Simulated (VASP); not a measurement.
Write the native input for VASP 6.6.1 that does the following.

* Task: single point
* Functional: PBE
* Potentials or basis: VASP PAW PBE potentials, release 64 (Zr_sv, C)
* Cutoff: 520 eV
* k mesh: 18 × 18 × 18
* Occupations: gaussian, width 0.15 eV
* Spin: no spin polarisation
* Dipole correction: no
* Further INCAR settings: ALGO = Normal; EDIFF = 1e-07; NBANDS = 15

The structure of ZrC lies in POSCAR:

```
ZrC
1.0
    0.0000000000      2.3502100000      2.3502100000
    2.3502100000      0.0000000000      2.3502100000
    2.3502100000      2.3502100000      0.0000000000
Zr C
1 1
Direct
    0.4661521682      0.5000000000      0.5000000000
    0.0000000000      0.0000000000      0.0000000000
```

This cell differs from its parent crystal: all Zr atoms moved +0.113 Å, as atom 1 towards its neighbour atom 1 (Zr) at 3.324 Å.

One way to write it, as run:

INCAR

```
SYSTEM = ZrC
PREC     = Accurate       ! precision mode
ENCUT    = 520            ! plane-wave cutoff, eV
EDIFF    = 1E-7           ! SCF threshold, eV
ISMEAR   = 0              ! smearing method
SIGMA    = 0.15           ! smearing width, eV
LREAL    = .False.        ! projectors in reciprocal space
LASPH    = .True.         ! aspherical terms in the spheres
NELM     = 60             ! most SCF steps
ALGO     = Normal         ! electronic algorithm
ISIF     = 2              ! what is computed and relaxed
LWAVE    = .False.        ! write WAVECAR
LCHARG   = .False.        ! write CHGCAR
GGA      = PE             ! functional
NBANDS   = 15             ! bands
```

KPOINTS

```
regular mesh
0
Gamma
  18 18 18
  0 0 0
```

Potentials or basis: VASP PAW PBE potentials, release 64 (Zr_sv, C).

Command:

```console
$ cat potpaw_PBE.64/Zr_sv/POTCAR potpaw_PBE.64/C/POTCAR > POTCAR
$ mpirun -np 1 vasp_std > vasp.out
```

It gave:

| Quantity | Value |
| --- | --- |
| Pressure | 2.4 GPa |
| Largest force | 0.742 eV/Å |
| Band gap on the k mesh | zero (bands 8 and 9 overlap by 0.80 eV) |

Caveat: the cell differs from its parent crystal (all Zr atoms moved +0.113 Å, as atom 1 towards its neighbour atom 1 (Zr) at 3.324 Å).

Run time: 8.1 min on 1 thread of Intel Xeon 8259CL (shared host), peak memory 0.45 GiB.
